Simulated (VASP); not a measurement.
# RbH2 (P4_2/mnm) in VASP: further runs

The runs below take RbH2 through single point, with PBE.

Program: VASP 6.6.1. These are calculated values, not measurements. Logs are shortened: lines on timing, memory, paths and dates and some standing lists are left out, and cuts for length are marked.

## 1. The cell of the first run

It takes space group P4_2/mnm (No. 136, tetragonal). Conventional cell: a = 4.584 Å, b = 4.584 Å, c = 4.770 Å, α = 90.00°, β = 90.00°, γ = 90.00°. Within 3.2 Å of Rb (site symmetry mmm) lie 6 H at 2.43 to 2.79 Å. Within 1.2 Å of H (site symmetry m2m) lie 1 H at 0.91 Å.

## 2. Single point, PBE

Input file INCAR:

```
SYSTEM = RbH2
ALGO = Normal ; EDIFF = 1E-6
ENCUT = 520 ; GGA = PE
ISIF = 2 ; ISMEAR = 0
LASPH = .TRUE. ; LCHARG = .FALSE.
LREAL = .FALSE. ; LWAVE = .FALSE.
NBANDS = 20 ; NELM = 80
PREC = Accurate ; SIGMA = 0.1
```

Input file KPOINTS:

```
k-points
0
G
  4 4 4
  0 0 0
```

Input file POSCAR:

```
RbH2
1.0
    4.5839866600      0.0000000000      0.0000000000
    0.0000000000      4.5839866600      0.0000000000
    0.0000000000      0.0000000000      4.7703265400
Rb H
2 4
Direct
    0.0000000000      0.0000000000      0.0000000000
    0.5000000000      0.5000000000      0.5000000000
    0.4298980200      0.5701019800      0.0000000000
    0.5701019800      0.4298980200      0.0000000000
    0.9298980200      0.9298980200      0.5000000000
    0.0701019800      0.0701019800      0.5000000000
```

Potentials or basis: VASP PAW PBE potentials, release 64 (Rb_sv, H).

On the command line:

```
cat potpaw_PBE.64/Rb_sv/POTCAR potpaw_PBE.64/H/POTCAR > POTCAR
mpirun -np 1 vasp_std > vasp.out
```

OUTCAR:

```text
SYSTEM = RbH2
   EDIFF = 1E-6
   ENCUT = 520
   GGA = PE
   ISIF = 2
   ISMEAR = 0
   LASPH = .TRUE.
   LREAL = .FALSE.
   NELM = 80
   PREC = Accurate

 ion  position               nearest neighbor table
   1  0.000  0.000  0.000-   5 2.43   6 2.43   5 2.43   6 2.43   3 2.79   4 2.79   4 3.27   3 3.27
                             4 3.27   3 3.27   2 4.02   2 4.02   2 4.02   2 4.02   2 4.02   2 4.02
   2  0.500  0.500  0.500-   3 2.43   4 2.43   3 2.43   4 2.43   5 2.79   6 2.79   6 3.27   6 3.27
                             5 3.27   5 3.27   1 4.02   1 4.02   1 4.02   1 4.02   1 4.02   1 4.02
   3  0.430  0.570  0.000-   2 2.43   2 2.43   1 2.79   1 3.27   1 3.27
   4  0.570  0.430  0.000-   2 2.43   2 2.43   1 2.79   1 3.27   1 3.27
   5  0.930  0.930  0.500-   1 2.43   1 2.43   2 2.79   2 3.27   2 3.27
   6  0.070  0.070  0.500-   1 2.43   1 2.43   2 2.79   2 3.27   2 3.27

  LATTYP: Found a simple tetragonal cell.
 ALAT       =     4.5839866600
 C/A-ratio  =     1.0406501794

  Lattice vectors:

 A1 = (   4.5839866600,   0.0000000000,   0.0000000000)
 A2 = (   0.0000000000,   4.5839866600,   0.0000000000)
 A3 = (   0.0000000000,   0.0000000000,   4.7703265400)

Analysis of symmetry for initial positions (statically):
=====================================================================
 Subroutine PRICEL returns:
 Original cell was already a primitive cell.

 Routine SETGRP: Setting up the symmetry group for a
 simple tetragonal supercell.

 Subroutine GETGRP returns: Found 16 space group operations
 (whereof  8 operations were pure point group operations)
 out of a pool of 16 trial point group operations.

The static configuration has the point symmetry D_2h.
 The point group associated with its full space group is D_4h.

Analysis of symmetry for dynamics (positions and initial velocities):
=====================================================================
 Subroutine PRICEL returns:
 Original cell was already a primitive cell.

 Routine SETGRP: Setting up the symmetry group for a
 simple tetragonal supercell.

 Subroutine GETGRP returns: Found 16 space group operations
 (whereof  8 operations were pure point group operations)
 out of a pool of 16 trial point group operations.

The dynamic configuration has the point symmetry D_2h.
 The point group associated with its full space group is D_4h.

 Subroutine INISYM returns: Found 16 space group operations
 (whereof  8 operations are pure point group operations),
 and found     1 'primitive' translations

[... 100 lines left out ...]
   NFREE  =      0    steps in history (QN), initial steepest desc. (CG)
   ISIF   =      2    stress and relaxation
   ISYM   =      2    0-nonsym 1-usesym 2-fastsym
   POTIM  = 0.5000    time-step for ionic-motion
   TEBEG  =    0.0;   TEEND  =   0.0 temperature during run
   PSTRESS=    0.0 pullay stress
   NELECT =      22.0000    total number of electrons
   NUPDOWN=      -1.0000    fix difference up-down
   EMIN   =  10.00;   EMAX   =-10.00  energy-range for DOS
   EFERMI =   0.00;   METHOD = LEGACY
   ISMEAR =     0;   SIGMA  =   0.10  broadening in eV -4-tet -1-fermi 0-gaus
   EFERMI_NEDOS =   21; number of points for ismear=-14 and -15
   IALGO  =     38    algorithm
   IMIX   =      4    mixing-type and parameters
     AMIX     =   0.40;   BMIX     =  1.00
     AMIX_MAG =   1.60;   BMIX_MAG =  1.00
  volume/ion in A,a.u.               =      16.71       112.74
  Fermi-wavevector in a.u.,A,eV,Ry     =   0.987501  1.866106 13.267828  0.975158
  Thomas-Fermi vector in A             =   2.118959
   LORBIT       =      0    0 simple, 1 ext, 2 COOP (PROOUT), +10 PAW based schemes
   GGA     = PE    functional components
   LHFCALC =     F    Hartree Fock is set to
   AEXX    =    0.0000 exact exchange contribution
   IVDW    =     0    specifies the selected vdW correction
   LEPSILON=     F    determine dielectric tensor
   LRPA    =     F    only Hartree local field effects (RPA)
 non-spin polarized calculation
 Gauss-broadening in eV      SIGMA  =   0.10
  energy-cutoff  :      520.00
  volume of cell :      100.24
 maximum number of plane-waves:      2714
 NGX is ok and might be reduce to    36
   NGX = 17   NGY = 17   NGZ = 17

 number of electron      22.0000002 magnetization

 Free energy of the ion-electron system (eV)
  ---------------------------------------------------
  ext. energy  EPLUGINS =         0.00000000
  ---------------------------------------------------
  free energy    TOTEN  =       -13.08516446 eV

  energy without entropy =      -13.06803727  energy(sigma->0) =      -13.07660086

 E-fermi :   2.0846     XC(G=0):  -7.8638

 val. band max:        2.0834986961   @ k =   0.2500   0.0000   0.2500
 cond. band min:       2.1360236704   @ k =   0.2500   0.2500   0.0000
 fundamental gap:      0.0525249743
 Fermi energy:         2.0845849308

 k-point     1 :       0.0000    0.0000    0.0000
  band No.  band energies     occupation
      1     -26.2744      2.00000
      2     -26.1584      2.00000
      3     -10.6782      2.00000
      4     -10.5661      2.00000
      5     -10.5661      2.00000
      6     -10.2073      2.00000
[... 403 lines left out ...]
     19       8.4781      0.00000
     20       8.4781      0.00000

------------------------ aborting loop because EDIFF is reached ----------------------------------------

  FORCE on cell =-STRESS in cart. coord.  units (eV):
  Direction    XX          YY          ZZ          XY          YZ          ZX
  --------------------------------------------------------------------------------------
  -------------------------------------------------------------------------------------
  Total        1.5084167      1.5084167      9.2811494     -0.0000000      0.0000000      0.0000000
  in kB       24.1099953     24.1099953    148.3465836     -0.0000000      0.0000000      0.0000000
  external PRESSURE =      65.5221914 kB  Pullay stress =       0.0000000 kB

 VOLUME and BASIS-vectors are now :
 -----------------------------------------------------------------------------
  energy-cutoff  :      520.00
  volume of cell :      100.24
      direct lattice vectors                 reciprocal lattice vectors
     4.583986660  0.000000000  0.000000000     0.218150722  0.000000000  0.000000000
     0.000000000  4.583986660  0.000000000     0.000000000  0.218150722  0.000000000
     0.000000000  0.000000000  4.770326540     0.000000000  0.000000000  0.209629255

 POSITION                                       TOTAL-FORCE (eV/Angst)
 -----------------------------------------------------------------------------------
      0.00000      0.00000      0.00000         0.000000      0.000000      0.000000
      2.29199      2.29199      2.38516         0.000000      0.000000      0.000000
      1.97065      2.61334      0.00000         0.438168     -0.438168     -0.000000
      2.61334      1.97065      0.00000        -0.438168      0.438168      0.000000
      4.26264      4.26264      2.38516         0.438168      0.438168      0.000000
      0.32135      0.32135      2.38516        -0.438168     -0.438168     -0.000000
 -----------------------------------------------------------------------------------
    total drift:                                0.000000      0.000000      0.000000

  FREE ENERGIE OF THE ION-ELECTRON SYSTEM (eV)
  ---------------------------------------------------
  free  energy   TOTEN  =       -13.0851644552 eV

  energy  without entropy=      -13.0680372665  energy(sigma->0) =      -13.07660086
```

OSZICAR:

```text
N       E                     dE             d eps       ncg     rms          rms(c)
DAV:   1     0.945795004306E+02    0.94580E+02   -0.97470E+03   720   0.955E+02
DAV:   2    -0.783227020259E+01   -0.10241E+03   -0.99807E+02   928   0.182E+02
DAV:   3    -0.142959163171E+02   -0.64636E+01   -0.64036E+01  1060   0.421E+01
DAV:   4    -0.144534657148E+02   -0.15755E+00   -0.15674E+00  1048   0.526E+00
DAV:   5    -0.144562803597E+02   -0.28146E-02   -0.28143E-02   976   0.620E-01    0.746E+00
DAV:   6    -0.133801828031E+02    0.10761E+01   -0.10243E+00   876   0.473E+00    0.477E+00
DAV:   7    -0.130735599458E+02    0.30662E+00   -0.14859E+00   816   0.490E+00    0.158E+00
DAV:   8    -0.130864286387E+02   -0.12869E-01   -0.16056E-01   828   0.186E+00    0.220E-01
DAV:   9    -0.130848838058E+02    0.15448E-02   -0.74207E-03   868   0.377E-01    0.959E-02
DAV:  10    -0.130851803636E+02   -0.29656E-03   -0.21539E-03   956   0.178E-01    0.497E-02
DAV:  11    -0.130851642327E+02    0.16131E-04   -0.22818E-04   892   0.672E-02    0.123E-02
DAV:  12    -0.130851637364E+02    0.49637E-06   -0.15718E-05   892   0.216E-02    0.491E-03
DAV:  13    -0.130851644552E+02   -0.71881E-06   -0.18444E-06   720   0.644E-03
   1 F= -.13085164E+02 E0= -.13076601E+02  d E =-.171272E-01
```

Wall time 24 s (1 thread of AMD EPYC 9R45 (Zen 5), shared host); peak memory 0.18 GiB.

Results:

| Quantity | Value |
| --- | --- |
| Free energy | -13.0852 eV |
| Pressure | 6.6 GPa |
| Largest force | 0.620 eV/Å |
| Band gap on the k mesh | zero (band 11 reaches 3.34 eV, above the bottom of band 12 at 1.13 eV) |

Forces in eV/Å, atoms in the order of the input:
```
Rb   0.000  0.000  0.000
Rb   0.000  0.000  0.000
H    0.438 -0.438  0.000
H   -0.438  0.438  0.000
H    0.438  0.438  0.000
H   -0.438 -0.438  0.000
```

Levels at points of the mesh, in eV from the Fermi level:
| k point | band 7 | band 8 | band 9 | band 10 | band 11 | band 12 | band 13 | band 14 |
| --- | --- | --- | --- | --- | --- | --- | --- | --- |
| (0.00, 0.00, 0.00) | -12.21 | -12.21 | -8.75 | -8.41 | 0.81 | 1.00 | 2.31 | 2.31 |
| (0.50, 0.00, 0.00) | -12.42 | -12.42 | -8.24 | -8.24 | -0.20 | -0.20 | 2.47 | 2.47 |
| (0.50, 0.50, 0.00) | -12.24 | -12.24 | -8.45 | -8.45 | 0.69 | 0.69 | 2.43 | 2.43 |
| (0.00, 0.00, 0.50) | -12.41 | -12.41 | -7.11 | -7.11 | 1.26 | 1.26 | 1.87 | 1.87 |
| (0.50, 0.00, 0.50) | -12.31 | -12.31 | -6.88 | -6.88 | -0.95 | -0.95 | 1.51 | 1.51 |
| (0.50, 0.50, 0.50) | -12.56 | -12.56 | -7.01 | -7.01 | 0.08 | 0.08 | 1.50 | 1.50 |

## 3. Single point, PBE

This run uses another cell than the first one, of 40.87 Å³/atom, 2.446 times its volume.

Input file INCAR:

```
  PREC = Accurate
  ENCUT = 520
  EDIFF = 1E-7
  ISMEAR = 0
  SIGMA = 0.1
  LREAL = F
  LASPH = T
  NELM = 100
  ALGO = Normal
  ISIF = 2
  LWAVE = F
  LCHARG = T
  GGA = PE
  LELF = T
  LVHAR = T
  NBANDS = 20
```

Input file KPOINTS:

```
regular mesh
0
Gamma
  4 4 4
```

Input file POSCAR:

```
RbH2
1.0
    5.9418023238      0.0000000000      0.0000000000
    0.0000000000      5.9418023238      0.0000000000
    0.0000000000      0.0000000000      6.9457289203
Rb H
2 4
Direct
    0.0000000000      0.0000000000      0.0000000000
    0.5000000000      0.5000000000      0.5000000000
    0.4549438244      0.5450561756      0.0000000000
    0.5450561756      0.4549438244      0.0000000000
    0.9549438244      0.9549438244      0.5000000000
    0.0450561756      0.0450561756      0.5000000000
```

Potentials or basis: VASP PAW PBE potentials, release 64 (Rb_sv, H).

On the command line:

```
cat potpaw_PBE.64/Rb_sv/POTCAR potpaw_PBE.64/H/POTCAR > POTCAR
mpirun -np 1 vasp_std > vasp.out
```

Run time: 71 s. Hardware: 1 thread of AMD EPYC 9R45 (Zen 5), shared host; peak memory 0.33 GiB.

The run converged. Its results:

| Item | Value |
| --- | --- |
| Free energy | -14.7753 eV |
| Pressure | 0.0 GPa |
| Largest force | 0.011 eV/Å |
| Band gap on the k mesh | zero (band 11 reaches 0.35 eV, above the bottom of band 12 at -0.46 eV) |

Forces in eV/Å, atoms in the order of the input:
```
Rb   0.000  0.000  0.000
Rb   0.000  0.000  0.000
H   -0.008  0.008  0.000
H    0.008 -0.008  0.000
H   -0.008 -0.008  0.000
H    0.008  0.008  0.000
```

Stress tensor (GPa, compression positive):
```
-0.04  0.00  0.00
 0.00 -0.04  0.00
 0.00  0.00  0.05
```

Levels at points of the mesh, in eV from the Fermi level:
```csv
k point,band 9,band 10,band 11,band 12,band 13,band 14
"(0.00, 0.00, 0.00)",-8.34,-8.27,-0.67,1.42,1.44,1.97
"(0.50, 0.00, 0.00)",-8.29,-8.29,-0.16,-0.16,1.90,1.90
"(0.50, 0.50, 0.00)",-8.28,-8.28,0.28,0.28,1.67,1.67
"(0.00, 0.00, 0.50)",-8.26,-8.26,-0.16,-0.16,1.90,1.90
"(0.50, 0.00, 0.50)",-8.25,-8.25,-0.23,-0.23,1.56,1.56
"(0.50, 0.50, 0.50)",-8.25,-8.25,0.57,0.57,0.95,0.95
```
